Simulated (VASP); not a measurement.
Input of a VASP 6.6.1 run:

INCAR

```
PREC     = Accurate       # precision mode
ENCUT    = 600            # plane-wave cutoff, eV
EDIFF    = 1E-6           # SCF threshold, eV
ISMEAR   = 1              # smearing method
SIGMA    = 0.054          # smearing width, eV
LREAL    = F              # projectors in reciprocal space
LASPH    = T              # aspherical terms in the spheres
NELM     = 120            # most SCF steps
ALGO     = Normal         # electronic algorithm
ISIF     = 2              # what is computed and relaxed
LWAVE    = F              # write WAVECAR
LCHARG   = T              # write CHGCAR
GGA      = PE             # functional
LELF     = T              # ELF
LVHAR    = T            
NBANDS   = 16             # bands
GGA_COMPAT= F
```

The input KPOINTS:

```
regular mesh
0
Gamma
  5 5 5
```

Contents of POSCAR:

```
Mg2Ge
1.0
    0.0000000000      3.1890000000      3.1890000000
    3.1890000000      0.0000000000      3.1890000000
    3.1890000000      3.1890000000      0.0000000000
Mg Ge
2 1
Direct
    0.2500000000      0.2500000000      0.2500000000
    0.7500000000      0.7500000000      0.7500000000
    0.0000000000      0.0000000000      0.0000000000
```

Potentials or basis: VASP PAW PBE potentials, release 64 (Mg, Ge_d).

Launch:

```bash
$ cat potpaw_PBE.64/Mg/POTCAR potpaw_PBE.64/Ge_d/POTCAR > POTCAR
$ mpirun -np 1 vasp_std > vasp.out
```

Problem. Estimate the pressure.

Solution. 0.8 GPa.

Problem. Predict the band gap on the k mesh.

Solution. 0.39 eV, indirect (least direct gap 1.05 eV).

A k mesh can miss the band edges.
